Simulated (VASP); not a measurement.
Input of a VASP 6.6.1 run:

POSCAR

```
NiO
1.0
    0.0000000000      2.0850000000      2.0850000000
    2.0850000000      0.0000000000      2.0850000000
    2.0850000000      2.0850000000      0.0000000000
Ni O
1 1
Direct
    0.0000000000      0.0000000000      0.0000000000
    0.5000000000      0.5000000000      0.5000000000
```

Contents of INCAR.step1:

```
SYSTEM = NiO
PREC = Accurate
ENCUT = 660
ISMEAR = -1
SIGMA = 0.1
LREAL = .FALSE.
LASPH = .TRUE.
NELM = 120
NBANDS = 15
GGA = PE
ALGO = Normal
EDIFF = 1E-5
LWAVE = .TRUE.
LCHARG = .FALSE.
GGA_COMPAT = .FALSE.
```

Contents of INCAR.step2:

```
SYSTEM = NiO
PREC = Accurate
ENCUT = 660
EDIFF = 1E-6
ISMEAR = -1
SIGMA = 0.1
LREAL = .FALSE.
LASPH = .TRUE.
NELM = 120
ALGO = Normal
ISIF = 2
LWAVE = .FALSE.
LCHARG = .FALSE.
METAGGA = R2SCAN
LMIXTAU = .TRUE.
NBANDS = 15
ISTART = 1
GGA_COMPAT = .FALSE.
```

The input KPOINTS:

```
regular mesh
0
G
  3 3 3
  0 0 0
```

Potentials or basis: VASP PAW PBE potentials, release 64 (Ni, O).

Command:

```sh
$ cat potpaw_PBE.64/Ni/POTCAR potpaw_PBE.64/O/POTCAR > POTCAR
$ cp INCAR.step1 INCAR
$ mpirun -np 1 vasp_std > vasp.out
$ cp INCAR.step2 INCAR
$ mpirun -np 1 vasp_std > vasp.out
```

**Question.** Predict the band gap on the k mesh.

**Answer.** Zero (band 8 reaches 8.68 eV, above the bottom of band 9 at 6.44 eV).

**Question.** Predict the pressure.

**Answer.** -8.6 GPa.

Caveat: the k points lie up to 0.87 Å⁻¹ apart; the PAW data sets were made with another functional, which shifts forces and pressure a little; the run has no spin polarisation, though such a crystal can be magnetic; semilocal functionals often make such compounds metallic where correlation or magnetic order opens a gap, which also shifts bond lengths. Spin polarisation is off, so any magnetic state and its effect on volume and gap are missing.
